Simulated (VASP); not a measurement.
# Hf (I4/mmm) in VASP: notebook, part 2 of 3

VASP 6.6.1.

## 3. Single point, PBEsol (strain -0.0150 x Voigt [0, 0, 1, 0, 0, 0])

INCAR

```
SYSTEM = Hf
  PREC = Accurate
  ENCUT = 520
  EDIFF = 1E-7
  ISMEAR = 0
  SIGMA = 0.15
  LREAL = .FALSE.
  LASPH = .TRUE.
  NELM = 80
  ALGO = Normal
  ISIF = 2
  LWAVE = .FALSE.
  LCHARG = .TRUE.
  GGA = PS
  LELF = .TRUE.
  LVHAR = .TRUE.
  NBANDS = 11
```

KPOINTS

```
regular mesh
0
G
  18 18 18
  0 0 0
```

POSCAR

```
Hf
1.0
    0.0000000000      2.2200000000      2.1867000000
    2.2200000000      0.0000000000      2.1867000000
    2.2200000000      2.2200000000      0.0000000000
Hf
1
Direct
    0.0000000000      0.0000000000      0.0000000000
```

Potentials or basis: VASP PAW PBE potentials, release 64 (Hf_pv).

Launch:

```sh
$ cat potpaw_PBE.64/Hf_pv/POTCAR > POTCAR
$ mpirun -np 1 vasp_std > vasp.out
```

OUTCAR:

```text
SYSTEM = Hf
   PREC = Accurate
   ENCUT = 520
   EDIFF = 1E-7
   ISMEAR = 0
   LREAL = .FALSE.
   LASPH = .TRUE.
   NELM = 80
   ISIF = 2
   GGA = PS

 ion  position               nearest neighbor table
   1  0.000  0.000  0.000-

  LATTYP: Found a body centered tetragonal cell.
 ALAT       =     3.1395541085
 C/A-ratio  =     1.3930003589

  Lattice vectors:

 A1 = (   0.0000000000,  -2.2200000000,  -2.1867000000)
 A2 = (   0.0000000000,   2.2200000000,  -2.1867000000)
 A3 = (   2.2200000000,   0.0000000000,   2.1867000000)

Analysis of symmetry for initial positions (statically):
=====================================================================
 Subroutine PRICEL returns:
 Original cell was already a primitive cell.

 Routine SETGRP: Setting up the symmetry group for a
 body centered tetragonal supercell.

 Subroutine GETGRP returns: Found 16 space group operations
 (whereof 16 operations were pure point group operations)
 out of a pool of 16 trial point group operations.

The static configuration has the point symmetry D_4h.

Analysis of symmetry for dynamics (positions and initial velocities):
=====================================================================
 Subroutine PRICEL returns:
 Original cell was already a primitive cell.

 Routine SETGRP: Setting up the symmetry group for a
 body centered tetragonal supercell.

 Subroutine GETGRP returns: Found 16 space group operations
 (whereof 16 operations were pure point group operations)
 out of a pool of 16 trial point group operations.

The dynamic configuration has the point symmetry D_4h.

 Subroutine INISYM returns: Found 16 space group operations
 (whereof 16 operations are pure point group operations),
 and found     1 'primitive' translations

----------------------------------------------------------------------------------------

                                     Primitive cell

  volume of cell :      21.5539
[... 112 lines left out ...]
   GGA     = PS    functional components
   LHFCALC =     F    Hartree Fock is set to
   AEXX    =    0.0000 exact exchange contribution
   IVDW    =     0    specifies the selected vdW correction
   LEPSILON=     F    determine dielectric tensor
   LRPA    =     F    only Hartree local field effects (RPA)
 non-spin polarized calculation
 Gauss-broadening in eV      SIGMA  =   0.15
  energy-cutoff  :      520.00
  volume of cell :       21.55
 maximum number of plane-waves:       594
   NGX = 11   NGY = 11   NGZ = 11

 number of electron      10.0000001 magnetization

 Free energy of the ion-electron system (eV)
  ---------------------------------------------------
  ext. energy  EPLUGINS =         0.00000000
  ---------------------------------------------------
  free energy    TOTEN  =       -10.44168512 eV

  energy without entropy =      -10.42584590  energy(sigma->0) =      -10.43376551

 E-fermi :   4.8444     XC(G=0): -11.5643

 val. band max:        4.8382617850   @ k =   0.2778   0.0556   0.0000
 cond. band min:       4.8460479214   @ k =  -0.3333   0.0000   0.0556
 fundamental gap:      0.0077861364
 Fermi energy:         4.8443572420

 k-point     1 :       0.0000    0.0000    0.0000
  band No.  band energies     occupation
      1     -24.9854      2.00000
      2     -24.9854      2.00000
      3     -24.9836      2.00000
      4      -2.5024      2.00000
      5       6.1888      0.00000
      6       6.1888      0.00000
      7       6.3658      0.00000
      8       9.0322      0.00000
      9       9.2944      0.00000
     10      16.3388      0.00000
     11      18.0184      0.00000
[... 309 lines left out ...]
 k-point    24 :      -0.2222    0.0556    0.0000
  band No.  band energies     occupation
      1     -25.4371      2.00000
      2     -25.0702      2.00000
      3     -25.0384      2.00000
      4      -0.5832      2.00000
      5       4.9338      0.39910
      6       6.6290      0.00000
      7       6.6465      0.00000
      8       8.5737      0.00000
      9       9.6098      0.00000
     10      16.8169      0.00000
     11      18.0220      0.00000

 [... further k-points ...]

------------------------ aborting loop because EDIFF is reached ----------------------------------------

  FORCE on cell =-STRESS in cart. coord.  units (eV):
  Direction    XX          YY          ZZ          XY          YZ          ZX
  --------------------------------------------------------------------------------------
  -------------------------------------------------------------------------------------
  Total       -0.0812427     -0.0812427      0.0339078      0.0000000      0.0000000      0.0000000
  in kB       -6.0390675     -6.0390675      2.5204878      0.0000000      0.0000000      0.0000000
  external PRESSURE =      -3.1858824 kB  Pullay stress =       0.0000000 kB

 VOLUME and BASIS-vectors are now :
 -----------------------------------------------------------------------------
  energy-cutoff  :      520.00
  volume of cell :       21.55
      direct lattice vectors                 reciprocal lattice vectors
     0.000000000  2.220000000  2.186700000    -0.225225225  0.225225225  0.228655051
     2.220000000  0.000000000  2.186700000     0.225225225 -0.225225225  0.228655051
     2.220000000  2.220000000  0.000000000     0.225225225  0.225225225 -0.228655051

 POSITION                                       TOTAL-FORCE (eV/Angst)
 -----------------------------------------------------------------------------------
      0.00000      0.00000      0.00000         0.000000     -0.000000      0.000000
 -----------------------------------------------------------------------------------
    total drift:                               -0.000000      0.000000      0.000000

  FREE ENERGIE OF THE ION-ELECTRON SYSTEM (eV)
  ---------------------------------------------------
  free  energy   TOTEN  =       -10.4416851179 eV

  energy  without entropy=      -10.4258458974  energy(sigma->0) =      -10.43376551
```

Run time: 2 min. Hardware: 1 thread of AMD EPYC 7R13, shared host; peak memory 0.2 GiB.

Results:

```yaml
Free_energy: -10.4417 eV
Pressure: -0.3 GPa
Band_gap_on_the_k_mesh: zero (bands 5 and 6 overlap by 2.05 eV)
```

Caveat: the cell differs from its parent crystal (strain -0.0150 x Voigt [0, 0, 1, 0, 0, 0]); the PAW data sets were made with another functional, which shifts forces and pressure a little; spin-orbit coupling is left out, which moves the levels of the heavy elements.

## 4. Single point, PBEsol (strain +0.0150 x Voigt [0, 0, 1, 0, 0, 0])

INCAR

```
SYSTEM = Hf
  PREC = Accurate
  ENCUT = 520
  EDIFF = 1E-6
  ISMEAR = 0
  SIGMA = 0.15
  LREAL = .False.
  LASPH = .True.
  NELM = 100
  ALGO = Fast
  ISIF = 2
  LWAVE = .False.
  LCHARG = .False.
  GGA = PS
  NBANDS = 11
```

KPOINTS

```
Automatic mesh
0
Gamma
  18 18 18
  0 0 0
```

POSCAR

```
Hf
1.0
    0.0000000000      2.2200000000      2.2533000000
    2.2200000000      0.0000000000      2.2533000000
    2.2200000000      2.2200000000      0.0000000000
Hf
1
Direct
    0.0000000000      0.0000000000      0.0000000000
```

Potentials or basis: VASP PAW PBE potentials, release 64 (Hf_pv).

Launch:

```sh
$ cat potpaw_PBE.64/Hf_pv/POTCAR > POTCAR
$ mpirun -np 1 vasp_std > vasp.out
```

OUTCAR:

```text
SYSTEM = Hf
   PREC = Accurate
   ENCUT = 520
   EDIFF = 1E-6
   ISMEAR = 0
   LREAL = .False.
   LASPH = .True.
   NELM = 100
   ISIF = 2
   GGA = PS

 ion  position               nearest neighbor table
   1  0.000  0.000  0.000-

  LATTYP: Found a body centered tetragonal cell.
 ALAT       =     3.1395541085
 C/A-ratio  =     1.4354267658

  Lattice vectors:

 A1 = (  -2.2200000000,   0.0000000000,   2.2533000000)
 A2 = (   2.2200000000,   0.0000000000,   2.2533000000)
 A3 = (   0.0000000000,   2.2200000000,  -2.2533000000)

Analysis of symmetry for initial positions (statically):
=====================================================================
 Subroutine PRICEL returns:
 Original cell was already a primitive cell.

 Routine SETGRP: Setting up the symmetry group for a
 body centered tetragonal supercell.

 Subroutine GETGRP returns: Found 16 space group operations
 (whereof 16 operations were pure point group operations)
 out of a pool of 16 trial point group operations.

The static configuration has the point symmetry D_4h.

Analysis of symmetry for dynamics (positions and initial velocities):
=====================================================================
 Subroutine PRICEL returns:
 Original cell was already a primitive cell.

 Routine SETGRP: Setting up the symmetry group for a
 body centered tetragonal supercell.

 Subroutine GETGRP returns: Found 16 space group operations
 (whereof 16 operations were pure point group operations)
 out of a pool of 16 trial point group operations.

The dynamic configuration has the point symmetry D_4h.

 Subroutine INISYM returns: Found 16 space group operations
 (whereof 16 operations are pure point group operations),
 and found     1 'primitive' translations

----------------------------------------------------------------------------------------

                                     Primitive cell

  volume of cell :      22.2103

[... 112 lines left out ...]
   LHFCALC =     F    Hartree Fock is set to
   AEXX    =    0.0000 exact exchange contribution
   IVDW    =     0    specifies the selected vdW correction
   LEPSILON=     F    determine dielectric tensor
   LRPA    =     F    only Hartree local field effects (RPA)
 non-spin polarized calculation
 RMM-DIIS sequential band-by-band and
 Gauss-broadening in eV      SIGMA  =   0.15
  energy-cutoff  :      520.00
  volume of cell :       22.21
 maximum number of plane-waves:       612
   NGX = 11   NGY = 11   NGZ = 11

 number of electron      10.0000000 magnetization

 number of electron       9.9999998 magnetization

 Free energy of the ion-electron system (eV)
  ---------------------------------------------------
  ext. energy  EPLUGINS =         0.00000000
  ---------------------------------------------------
  free energy    TOTEN  =       -10.43403450 eV

  energy without entropy =      -10.41743644  energy(sigma->0) =      -10.42573547

 E-fermi :   4.6340     XC(G=0): -11.4262

 val. band max:        4.6328649728   @ k =  -0.2778   0.1667   0.4444
 cond. band min:       4.6362309487   @ k =  -0.3333   0.3333   0.1111
 fundamental gap:      0.0033659759
 Fermi energy:         4.6339748298

 k-point     1 :       0.0000    0.0000    0.0000
  band No.  band energies     occupation
      1     -25.3074      2.00000
      2     -25.3054      2.00000
      3     -25.3054      2.00000
      4      -2.6097      2.00000
      5       5.9107      0.00000
      6       6.0838      0.00000
      7       6.0838      0.00000
      8       8.7028      0.00000
      9       8.9591      0.00000
     10      16.0291      0.00000
     11      17.7029      0.00000
[... 309 lines left out ...]
 k-point    24 :      -0.2222    0.0556    0.0000
  band No.  band energies     occupation
      1     -25.7215      2.00000
      2     -25.3903      2.00000
      3     -25.3453      2.00000
      4      -0.7290      2.00000
      5       4.7320      0.35547
      6       6.2425      0.00000
      7       6.5795      0.00000
      8       8.3642      0.00000
      9       9.1870      0.00000
     10      16.3429      0.00000
     11      17.7083      0.00000

 [... further k-points ...]

------------------------ aborting loop because EDIFF is reached ----------------------------------------

  FORCE on cell =-STRESS in cart. coord.  units (eV):
  Direction    XX          YY          ZZ          XY          YZ          ZX
  --------------------------------------------------------------------------------------
  -------------------------------------------------------------------------------------
  Total       -0.4305218     -0.4305218     -0.5499930      0.0000000      0.0000000      0.0000000
  in kB      -31.0563731    -31.0563731    -39.6746171      0.0000000      0.0000000      0.0000000
  external PRESSURE =     -33.9291211 kB  Pullay stress =       0.0000000 kB

 VOLUME and BASIS-vectors are now :
 -----------------------------------------------------------------------------
  energy-cutoff  :      520.00
  volume of cell :       22.21
      direct lattice vectors                 reciprocal lattice vectors
     0.000000000  2.220000000  2.253300000    -0.225225225  0.225225225  0.221896774
     2.220000000  0.000000000  2.253300000     0.225225225 -0.225225225  0.221896774
     2.220000000  2.220000000  0.000000000     0.225225225  0.225225225 -0.221896774

 POSITION                                       TOTAL-FORCE (eV/Angst)
 -----------------------------------------------------------------------------------
      0.00000      0.00000      0.00000         0.000000     -0.000000      0.000000
 -----------------------------------------------------------------------------------
    total drift:                               -0.000000      0.000000     -0.000000

  FREE ENERGIE OF THE ION-ELECTRON SYSTEM (eV)
  ---------------------------------------------------
  free  energy   TOTEN  =       -10.4340344952 eV

  energy  without entropy=      -10.4174364386  energy(sigma->0) =      -10.42573547
```

OSZICAR:

```text
N       E                     dE             d eps       ncg     rms          rms(c)
DAV:   1     0.125889145155E+02    0.12589E+02   -0.57035E+03 10608   0.840E+02
DAV:   2    -0.103532510664E+02   -0.22942E+02   -0.22236E+02 13144   0.156E+02
DAV:   3    -0.108048748093E+02   -0.45162E+00   -0.44752E+00 13506   0.150E+01
DAV:   4    -0.108065636032E+02   -0.16888E-02   -0.16885E-02 12140   0.111E+00
DAV:   5    -0.108065727138E+02   -0.91106E-05   -0.91099E-05 13369   0.723E-02    0.463E+01
RMM:   6    -0.105298958527E+02    0.27668E+00   -0.18212E-01 10795   0.280E+00    0.270E+01
RMM:   7    -0.104380677238E+02    0.91828E-01   -0.36088E-01 11818   0.403E+00    0.131E+00
RMM:   8    -0.104338300760E+02    0.42376E-02   -0.24595E-02 11559   0.127E+00    0.333E-01
RMM:   9    -0.104340125640E+02   -0.18249E-03   -0.24700E-03 14088   0.424E-01    0.936E-02
RMM:  10    -0.104340266117E+02   -0.14048E-04   -0.32299E-04 13822   0.153E-01    0.751E-02
RMM:  11    -0.104340332655E+02   -0.66537E-05   -0.74158E-05 14749   0.695E-02    0.985E-03
RMM:  12    -0.104340345435E+02   -0.12781E-05   -0.74811E-06 12776   0.212E-02    0.188E-02
RMM:  13    -0.104340344952E+02    0.48360E-07   -0.29488E-06 11230   0.128E-02
   1 F= -.10434034E+02 E0= -.10425735E+02  d E =-.165981E-01
```

stdout:

```text
POSCAR found type information on POSCAR Hf
 POSCAR found :  1 types and       1 ions
 scaLAPACK will be used
 -----------------------------------------------------------------------------
|                                                                             |
|                                                                             |
|     You enforced a specific xc type in the INCAR file but a different       |
|     I HOPE YOU KNOW WHAT YOU ARE DOING!                                     |
|                                                                             |
 -----------------------------------------------------------------------------

 LDA part: xc-table for (Slater+PW92), standard interpolation
 POSCAR, INCAR and KPOINTS ok, starting setup
 FFT: planning ... GRIDC
 FFT: planning ... GRID_SOFT
 FFT: planning ... GRID
 WAVECAR not read
 entering main loop
```

Wall time 2.1 min (1 thread of AMD EPYC 7R13, shared host); peak memory 0.2 GiB.

Results:

| Quantity | Value |
| --- | --- |
| Free energy | -10.4340 eV |
| Pressure | -3.4 GPa |
| Band gap on the k mesh | zero (bands 5 and 6 overlap by 1.97 eV) |

Caveat: the cell differs from its parent crystal (strain +0.0150 x Voigt [0, 0, 1, 0, 0, 0]); the cell stands under tension; the PAW data sets were made with another functional, which shifts forces and pressure a little; spin-orbit coupling is left out, which moves the levels of the heavy elements.

(Part 2 of 3 ends here.)
